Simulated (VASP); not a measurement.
Wanted: the native input for a VASP 6.6.1 run.

```
Task                   : single point
Functional             : PBE
Potentials or basis    : VASP PAW PBE potentials, release 64 (Pr_3, H, Rh_pv), 4f in core
Cutoff                 : 500 eV
k mesh                 : 4 × 4 × 4
Occupations            : gaussian, width 0.2 eV
Spin                   : no spin polarisation
Dipole correction      : no
Mended                 : yes
Further INCAR settings : ALGO = Normal; EDIFF = 1e-06; NBANDS = 36
```

The structure of PrHRh3 lies in POSCAR:

```
PrHRh3
1.0
    2.4992104698      1.4429198375      5.0864413578
   -2.4992104698      1.4429198375      5.0864413578
    0.0000000000     -2.8858396751      5.0864413578
Pr H Rh
1 1 3
Direct
    0.0000000000      0.0000000000      0.0000000000
    0.5000000000      0.5000000000      0.5000000000
    0.0000000000      0.0000000000      0.5000000000
    0.5000000000      0.0000000000      0.0000000000
    0.0000000000      0.5000000000      0.0000000000
```

The cell was built from a structure type or drawn by symmetry, and may not be a known phase.

These files were run (other wordings do the same):

INCAR

```
  PREC = Accurate
  ENCUT = 500
  EDIFF = 1E-6
  ISMEAR = 0
  SIGMA = 0.2
  LREAL = F
  LASPH = T
  NELM = 200
  ALGO = Normal
  ISIF = 2
  LWAVE = F
  LCHARG = F
  GGA = PE
  NBANDS = 36
  GGA_COMPAT = F
  LMAXMIX = 6
```

KPOINTS

```
Automatic mesh
0
Gamma
  4 4 4
```

Potentials or basis: VASP PAW PBE potentials, release 64 (Pr_3, H, Rh_pv), 4f in core.

Launch:

```sh
$ cat potpaw_PBE.64/Pr_3/POTCAR potpaw_PBE.64/H/POTCAR potpaw_PBE.64/Rh_pv/POTCAR > POTCAR
$ mpirun -np 1 vasp_std > vasp.out
```

It gave:

```yaml
Pressure: 0.1 GPa
Band_gap_on_the_k_mesh: zero (an odd number of electrons rules out a gap without spin polarisation)
```

Caveat: the k points lie up to 0.38 Å⁻¹ apart, too coarse for converged energies and pressures of a metal; spin-orbit coupling is left out, which moves the levels of the heavy elements; the 4f electrons are frozen in the core, so they carry no moment and show no levels.

Wall time 62 s on 1 thread of Intel(R) Xeon(R) Platinum 8559C (Emerald Rapids), with other jobs on the host, peak memory 0.34 GiB.
